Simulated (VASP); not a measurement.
PbS: vibrations by perturbation theory with LDA

Crystal: PbS.

```
Pb S
1.0
     2.07995   -5.99130    0.00000
     2.07995    5.99130    0.00000
     0.00000    0.00000    4.27932
Pb S
2 2
Cartesian
  2.0800 -4.4268 3.2095
  2.0800 4.4268 1.0698
  2.0800 -1.7399 3.2095
  2.0800 1.7399 1.0698
```

```json
{
 "Program": "VASP 6.6.1",
 "Task": "vibrations by perturbation theory",
 "Functional": "LDA",
 "Potentials or basis": "VASP PAW LDA potentials, release 64 (Pb_d, S)",
 "Cutoff": "520 eV",
 "k mesh": "4 × 4 × 4",
 "Occupations": "gaussian, width 0.01 eV",
 "Spin": "no spin polarisation",
 "Dipole correction": "no",
 "Further INCAR settings": "ALGO = Normal; EDIFF = 1e-08; IBRION = 8; NSW = 1"
}
```

```yaml
Highest_phonon_frequency_at_Γ_LO-TO_splitting_left_out: 202 cm⁻¹
Most_unstable_mode: 54i cm⁻¹
```

Phonon frequencies in cm⁻¹ (negative: imaginary):
| q point | frequencies |
| --- | --- |
| (0.000, 0.000, 0.000) | -54 -25 0 1 1 22 35 69 140 141 202 202 |

It took 6 min on 1 thread of AMD EPYC 9R45 96-Core Processor (Zen 5) (shared host), peak memory 0.4 GiB.

Caveat: the k points lie up to 0.40 Å⁻¹ apart; the cell stands under pressure or tension, which shifts response properties; some modes are imaginary.
